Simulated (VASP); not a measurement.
Write the native input for VASP 6.6.1 that does the following.

* Task: relaxation of cell and atoms
* Functional: PBEsol
* Potentials or basis: VASP PAW PBE potentials, release 64 (Ti_sv, B)
* Cutoff: 500 eV
* k mesh: 7 × 7 × 7
* Occupations: gaussian, width 0.1 eV
* Spin: no spin polarisation
* Dipole correction: no
* Further INCAR settings: ALGO = Normal; EDIFF = 1e-07; IBRION = 2; EDIFFG = -0.01; NSW = 80; ISIF = 3

The structure of TiB lies in POSCAR:

```
TiB
1.0
    0.0000000000      2.1000000000      2.1000000000
    2.1000000000      0.0000000000      2.1000000000
    2.1000000000      2.1000000000      0.0000000000
Ti B
1 1
Direct
    0.0000000000      0.0000000000      0.0000000000
    0.2500000000      0.2500000000      0.2500000000
```

These files were run (other wordings do the same):

INCAR

```
SYSTEM = TiB
PREC     = Accurate       ! precision mode
ENCUT    = 500            ! plane-wave cutoff, eV
EDIFF    = 1E-7           ! SCF threshold, eV
ISMEAR   = 0              ! smearing method
SIGMA    = 0.1            ! smearing width, eV
LREAL    = .False.        ! projectors in reciprocal space
LASPH    = .True.         ! aspherical terms in the spheres
NELM     = 120            ! most SCF steps
ALGO     = Normal         ! electronic algorithm
ISIF     = 3              ! what is computed and relaxed
LWAVE    = .False.        ! write WAVECAR
LCHARG   = .False.        ! write CHGCAR
GGA      = PS             ! functional
IBRION   = 2              ! ionic algorithm
NSW      = 80             ! ionic steps
EDIFFG   = -0.01          ! ionic threshold
GGA_COMPAT= .False.      
NELMIN   = 4
```

KPOINTS

```
regular mesh
0
Gamma
  7 7 7
  0 0 0
```

Potentials or basis: VASP PAW PBE potentials, release 64 (Ti_sv, B).

The run is started by

```sh
$ cat potpaw_PBE.64/Ti_sv/POTCAR potpaw_PBE.64/B/POTCAR > POTCAR
$ mpirun -np 1 vasp_std > vasp.out
```

It gave:

The relaxed volume is 14.71 Å³/atom. The relaxed cell is a = 3.465 Å, b = 3.465 Å, c = 3.465 Å, α = 60.00°, β = 60.00°, γ = 60.00° and the space group after relaxing (to 0.1 Å) is F-43m (No. 216). The energy gained by relaxing is 1364.4 meV/atom and the ionic steps are 4. The pressure after relaxing is 0.0 GPa and the band gap on the k mesh is zero (an odd number of electrons rules out a gap without spin polarisation).

Caveat: the k points lie up to 0.32 Å⁻¹ apart in the final cell, too coarse for converged energies and pressures of a metal; the volume moved by over 15 % at a fixed basis, so the end points are rough; the PAW data sets were made with another functional, which shifts forces and pressure a little.

Wall time 22 s on 1 thread of Intel(R) Xeon(R) Platinum 8259CL CPU @ 2.50GHz (Skylake/Cascade Lake), with other jobs on the host, peak memory 0.14 GiB.
